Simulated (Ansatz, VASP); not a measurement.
# One calculation of TaN, two programs

Contents of POSCAR:

```
TaN
1.0
    0.0000000000      2.2171325000      2.1790000000
    2.1790000000      0.0000000000      2.1790000000
    2.1790000000      2.2171325000      0.0000000000
Ta N
1 1
Direct
    0.5000000000      0.5000000000      0.5000000000
    0.0000000000      0.0000000000      0.0000000000
```

The input INCAR.step1:

```
SYSTEM = TaN
PREC = Accurate
ENCUT = 770
ISMEAR = 0
SIGMA = 0.15
LREAL = .FALSE.
LASPH = .TRUE.
NELM = 120
NBANDS = 16
GGA = PE
ALGO = Normal
EDIFF = 1E-5
LWAVE = .TRUE.
LCHARG = .FALSE.
GGA_COMPAT = .FALSE.
```

File INCAR.step2:

```
SYSTEM = TaN
PREC = Accurate
ENCUT = 770
EDIFF = 1E-6
ISMEAR = 0
SIGMA = 0.15
LREAL = .FALSE.
LASPH = .TRUE.
NELM = 120
ALGO = Normal
ISIF = 2
LWAVE = .FALSE.
LCHARG = .FALSE.
METAGGA = R2SCAN
LMIXTAU = .TRUE.
NBANDS = 16
ISTART = 1
GGA_COMPAT = .FALSE.
```

The input KPOINTS:

```
regular mesh
0
G
  18 18 18
  0 0 0
```

Input for Ansatz:

```yaml
crystal:
  lattice:
    - [0.0, 2.2171325, 2.179]
    - [2.179, 0.0, 2.179]
    - [2.179, 2.2171325, 0.0]
  atoms:
    - { symbol: Ta, position: [0.5, 0.5, 0.5] }
    - { symbol: "N", position: [0.0, 0.0, 0.0] }
basis:
  ecutwfc: 500
kpoints:
  mp_grid: { grid: [18, 18, 18] }
hamiltonian:
  xc: r2scan
scf:
  occupations: { method: gaussian, width: 0.15 }
output:
  forces: true
  stress: true
  eigenvalues: true
```

Change from the starting cell: strain +0.0175 x Voigt [0, 1, 0, 0, 0, 0], atoms carried along.

Alike in both runs: task single point; functional r2SCAN; k mesh 18 × 18 × 18; occupations gaussian, width 0.15 eV; no spin polarisation.

```csv
,VASP,Ansatz
version,VASP 6.6.1,Ansatz 0.2.0
potentials or method,"VASP PAW PBE potentials, release 64 (Ta_sv_GW, N), cutoff 770 eV","scalar-relativistic, plane waves, PAW"
valence electrons in the cell,18,18
```

|  | VASP | Ansatz | Ansatz less VASP |
| --- | --- | --- | --- |
| gap on the k mesh at the Fermi level (eV) | none | none | - |
| pressure (GPa) | 3.5 | 3.5 | -0.04 |
| traceless stress, the component that is largest in VASP (GPa) | -7.23 | -7.20 | +0.031 |

VASP's potentials were made for PBE, not for r2SCAN. A gap of «none» marks a metal or a gap that the smearing closes.

Spin-orbit coupling is off throughout.
